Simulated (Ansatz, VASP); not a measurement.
## One calculation of Hf4C, two programs

```
Hf C
1.0
     0.00000    3.48983    5.28126
     2.95291    0.00000    5.28126
     2.95291    3.48983    0.00000
Hf C
4 1
Direct
  0.29406 0.70594 0.29406
  0.70594 0.29406 0.70594
  0.75000 0.75000 0.75000
  0.25000 0.25000 0.25000
  0.00000 0.00000 0.00000
```

Alike in both runs: task relaxation of cell and atoms; functional PBE; k mesh 10 × 10 × 10; occupations gaussian, width 0.1 eV; no spin polarisation.

|  | VASP | Ansatz |
| --- | --- | --- |
| version | VASP 6.6.1 | Ansatz 0.2.0 |
| potentials or method | VASP PAW PBE potentials, release 64 (Hf_pv, C), cutoff 600 eV | scalar-relativistic, plane waves, PAW |
| valence electrons in the cell | 44 | 108 |

Ansatz gave:

```
gap on the k mesh at the Fermi level, each at its own relaxed structure (eV)  : none
relaxed volume (Å³/atom)                                                      : 21.77
relaxed length of the cell vector where the two differ most in proportion (Å) : 6.047
```

Q: Estimate VASP's values.

A: gap on the k mesh at the Fermi level, each at its own relaxed structure (eV): none; relaxed volume (Å³/atom): 21.70; relaxed length of the cell vector where the two differ most in proportion (Å): 6.037.

A gap of «none» marks a metal or a gap that the smearing closes. VASP's potentials hold 44 valence electrons a cell and Ansatz's 108, so a difference there can come from the potentials and not from the codes.

Neither program's run includes spin-orbit coupling.
